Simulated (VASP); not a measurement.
## LiCl: single point with PBEsol

LiCl:

```xyz
2
Lattice="0.0000 2.5648 2.5648 2.5648 0.0000 2.5648 2.5648 2.5648 0.0000" Properties=species:S:1:pos:R:3 pbc="T T T"
Li    2.6660    2.5338    4.8933
Cl    2.5266    2.6728    2.4649
```

```
Program                : VASP 6.6.1
Task                   : single point
Functional             : PBEsol
Potentials or basis    : VASP PAW PBE potentials, release 64 (Li_sv, Cl)
Cutoff                 : 750 eV
k mesh                 : 4 × 4 × 4
Occupations            : gaussian, width 0.01 eV
Spin                   : no spin polarisation
Dipole correction      : no
Further INCAR settings : ALGO = Normal; EDIFF = 1e-06; NBANDS = 12
```

```json
{
  "Pressure": "-0.5 GPa",
  "Largest force": "0.170 eV/Å",
  "Band gap on the k mesh": "6.07 eV, direct"
}
```

Forces on the atoms (eV/Å):
```
Li  -0.099  0.099  0.096
Cl   0.099 -0.099 -0.096
```

Levels at points of the mesh, in eV from the valence-band top:
| k point | band 2 | band 3 | band 4 | band 5 | band 6 | band 7 | band 8 | band 9 |
| --- | --- | --- | --- | --- | --- | --- | --- | --- |
| (0.00, 0.00, 0.00) | -13.43 | -0.07 | -0.07 | 0.00 | 6.07 | 11.51 | 11.67 | 11.67 |
| (0.50, 0.00, 0.00) | -12.85 | -2.90 | -0.33 | -0.33 | 6.60 | 9.35 | 9.35 | 12.58 |
| (0.00, 0.50, 0.00) | -12.86 | -2.91 | -0.35 | -0.30 | 6.57 | 9.46 | 9.47 | 12.82 |
| (0.00, 0.00, 0.50) | -12.86 | -2.91 | -0.35 | -0.30 | 6.57 | 9.46 | 9.47 | 12.82 |
| (0.50, 0.50, 0.50) | -12.86 | -2.91 | -0.35 | -0.30 | 6.57 | 9.46 | 9.47 | 12.82 |
| (0.50, 0.50, 0.00) | -12.61 | -2.99 | -1.19 | -1.13 | 7.63 | 7.99 | 12.32 | 14.01 |
| (0.00, 0.50, 0.50) | -12.61 | -2.99 | -1.19 | -1.13 | 7.63 | 7.99 | 12.33 | 14.01 |
| (0.50, 0.00, 0.50) | -12.61 | -2.99 | -1.19 | -1.13 | 7.63 | 7.99 | 12.33 | 14.01 |

Run time: 26 s on 1 thread of Intel Xeon 8259CL (shared host), peak memory 0.18 GiB.

Caveat: the k points lie up to 0.53 Å⁻¹ apart; the PAW data sets were made with another functional, which shifts forces and pressure a little. A k mesh can miss the band edges.
